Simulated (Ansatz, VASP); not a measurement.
**One calculation of AlN, two programs**

Contents of INCAR:

```
SYSTEM = AlN
ALGO     = Normal         ! electronic algorithm
EDIFF    = 1E-7           ! SCF threshold, eV
ENCUT    = 520            ! plane-wave cutoff, eV
ISIF     = 2              ! what is computed and relaxed
ISMEAR   = -1             ! smearing method
LASPH    = .TRUE.         ! aspherical terms in the spheres
LCHARG   = .FALSE.        ! write CHGCAR
LREAL    = .FALSE.        ! projectors in reciprocal space
LWAVE    = .FALSE.        ! write WAVECAR
NBANDS   = 11             ! bands
NELM     = 80             ! most SCF steps
PREC     = Accurate       ! precision mode
SIGMA    = 0.02           ! smearing width, eV
```

File KPOINTS:

```
k-points
0
G
  10 10 10
  0 0 0
```

The input POSCAR:

```
AlN
1.0
    0.0000000000      1.9512669932      1.9512669932
    1.9512669932      0.0000000000      1.9512669932
    1.9512669932      1.9512669932      0.0000000000
Al N
1 1
Direct
    0.0000000000      0.0000000000      0.0000000000
    0.5000000000      0.5000000000      0.5000000000
```

Input for Ansatz:

```yaml
crystal:
  lattice:
    - [0.0, 1.9512669932, 1.9512669932]
    - [1.9512669932, 0.0, 1.9512669932]
    - [1.9512669932, 1.9512669932, 0.0]
  atoms:
    - { symbol: Al, position: [0.0, 0.0, 0.0] }
    - { symbol: "N", position: [0.5, 0.5, 0.5] }
kpoints:
  mp_grid: { grid: [10, 10, 10] }
  band_path:
    path:
      - [0.0, 0.0, 0.0]
      - [0.5, 0.0, 0.5]
      - [0.625, 0.25, 0.625]
      - [0.375, 0.375, 0.75]
      - [0.0, 0.0, 0.0]
      - [0.5, 0.5, 0.5]
      - [0.5, 0.25, 0.75]
      - [0.5, 0.0, 0.5]
    npoints: 5
scf:
  occupations: { method: fermi_dirac, width: 0.02 }
hamiltonian:
  xc: lda
  pseudopotentials: { kind: all_electron, lapw: { basis_error: 0.001 } }
output:
  forces: true
  stress: true
  eigenvalues: true
```

Change from the starting cell: volume scaled by 0.96.

Alike in both runs: task single point; functional LDA; k mesh 10 × 10 × 10; occupations fermi-dirac, width 0.02 eV; no spin polarisation.

|  | VASP | Ansatz |
| --- | --- | --- |
| version | VASP 6.6.1 | Ansatz 0.2.0 |
| potentials or method | VASP PAW LDA potentials, release 64 (Al, N), cutoff 520 eV | all-electron LAPW, scalar-relativistic |

Ansatz gave:

* gap on the k mesh at the Fermi level (eV): 5.00
* pressure (GPa): 26.7

**Question.** What did VASP give for the same quantities?

**Answer.** gap on the k mesh at the Fermi level (eV): 4.98; pressure (GPa): 27.7.

LDA's correlation is that of Perdew and Zunger in VASP and of Perdew and Wang (1992) in Ansatz. Ansatz ran all-electron here, and VASP with PAW potentials.
